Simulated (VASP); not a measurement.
Input of a VASP 6.6.1 run:

INCAR

```
ALGO = Normal
EDIFF = 1E-6
EDIFFG = -0.001
ENCUT = 600
GGA = PE
IBRION = 2
ISIF = 3
ISMEAR = -1
LASPH = T
LCHARG = F
LREAL = F
LWAVE = F
NELM = 60
NSW = 80
PREC = Accurate
PSTRESS = 40.0
SIGMA = 0.15
```

Contents of KPOINTS:

```
k-points
0
Gamma
  12 12 12
```

The input POSCAR:

```
InAs
1.0
    0.0000000000      3.0937808094      3.0937808094
    3.0937808094      0.0000000000      3.0937808094
    3.0937808094      3.0937808094      0.0000000000
In As
1 1
Direct
    0.0000000000      0.0000000000      0.0000000000
    0.7500000000      0.7500000000      0.7500000000
```

Potentials or basis: VASP PAW PBE potentials, release 64 (In_d, As).

Launch:

```console
$ cat potpaw_PBE.64/In_d/POTCAR potpaw_PBE.64/As/POTCAR > POTCAR
$ mpirun -np 1 vasp_std > vasp.out
```

Estimate the space group after relaxing (to 0.05 Å).

F-43m (No. 216).

What does it give for the relaxed volume?

27.65 Å³/atom.

Final structure:
```xyz
2
Lattice="0.0000 3.0238 3.0238 3.0238 0.0000 3.0238 3.0238 3.0238 0.0000" Properties=species:S:1:pos:R:3 pbc="T T T"
In    3.0238    3.0238    0.0000
As    4.5357    4.5357    4.5357
```

Caveat: the cell is relaxed towards a set pressure, so the enthalpy falls and the energy may rise.
